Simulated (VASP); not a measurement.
Write the native input for VASP 6.6.1 that does the following.

```
Task                   : relaxation of cell and atoms
Functional             : PBEsol
Potentials or basis    : VASP PAW PBE potentials, release 64 (Ge_d)
Cutoff                 : 500 eV
k mesh                 : 11 × 11 × 10
Occupations            : methfessel-paxton, width 0.1 eV
Spin                   : no spin polarisation
Target pressure        : 4 GPa
Dipole correction      : no
Further INCAR settings : ALGO = Normal; EDIFF = 1e-07; IBRION = 2; EDIFFG = -0.01; NSW = 80; ISIF = 3
```

The structure of Ge lies in POSCAR:

```
Ge
1.0
    1.3971490000     -2.6005160000      0.0000000000
    1.3971490000      2.6005160000      0.0000000000
    0.0000000000      0.0000000000      2.6982310000
Ge
1
Direct
    0.5000000000      0.5000000000      0.0000000000
```

One way to write it, as run:

INCAR

```
PREC = Accurate
ENCUT = 500
EDIFF = 1E-7
ISMEAR = 1
SIGMA = 0.1
LREAL = False
LASPH = True
NELM = 120
ALGO = Normal
ISIF = 3
LWAVE = False
LCHARG = False
GGA = PS
IBRION = 2
NSW = 80
EDIFFG = -0.01
PSTRESS = 40.0
GGA_COMPAT = False
NELMIN = 4
```

KPOINTS

```
regular mesh
0
Gamma
  11 11 10
```

Potentials or basis: VASP PAW PBE potentials, release 64 (Ge_d).

Command:

```bash
$ cat potpaw_PBE.64/Ge_d/POTCAR > POTCAR
$ mpirun -np 1 vasp_std > vasp.out
```

It gave:

```yaml
Relaxed_volume: 17.55 Å³/atom
Relaxed_cell: a = 2.795 Å, b = 2.795 Å, c = 2.625 Å, α = 90.00°, β = 90.00°, γ = 121.19°
Space_group_after_relaxing_to_0.1_Å: P6/mmm (No. 191)
Energy_change_on_relaxing_the_run_minimises_the_enthalpy: -10.2 meV/atom
Ionic_steps: 11
Pressure_after_relaxing: 4.0 GPa
Band_gap_on_the_k_mesh: zero (bands 7 and 8 overlap by 9.77 eV)
```

Caveat: the cell is relaxed towards a set pressure, so the run minimises the enthalpy, not the energy; the PAW data sets were made with another functional, which shifts forces and pressure a little.

It took 2 min on 1 thread of AMD EPYC 9R45 96-Core Processor (Zen 5) (shared host), peak memory 0.14 GiB.
